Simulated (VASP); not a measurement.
Here is a VASP 6.6.1 calculation.

File INCAR:

```
SYSTEM = Al
ALGO = Fast
EDIFF = 1E-8
ENCUT = 600
GGA = PS
IBRION = 6
ISIF = 3
ISMEAR = -1
LASPH = .True.
LCHARG = .True.
LREAL = .False.
LWAVE = .False.
NBANDS = 8
NELM = 100
NFREE = 2
NSW = 1
POTIM = 0.015
PREC = Accurate
SIGMA = 0.15
```

The input KPOINTS:

```
k-points
0
Gamma
  20 20 20
  0 0 0
```

POSCAR

```
Al
1.0
    0.0000000000      2.0082299298      2.0082299298
    2.0082299298      0.0000000000      2.0082299298
    2.0082299298      2.0082299298      0.0000000000
Al
1
Direct
    0.0000000000      0.0000000000      0.0000000000
```

Potentials or basis: VASP PAW PBE potentials, release 64 (Al).

Run with:

```bash
$ cat potpaw_PBE.64/Al/POTCAR > POTCAR
$ mpirun -np 1 vasp_std > vasp.out
```

(1) Predict the elastic constants C11, C12, C44.

(2) Predict the Voigt bulk modulus.

Answers

(1) 114, 66, 38 GPa.

(2) 82 GPa.

Caveat: the PAW data sets were made with another functional, which shifts forces and pressure a little.
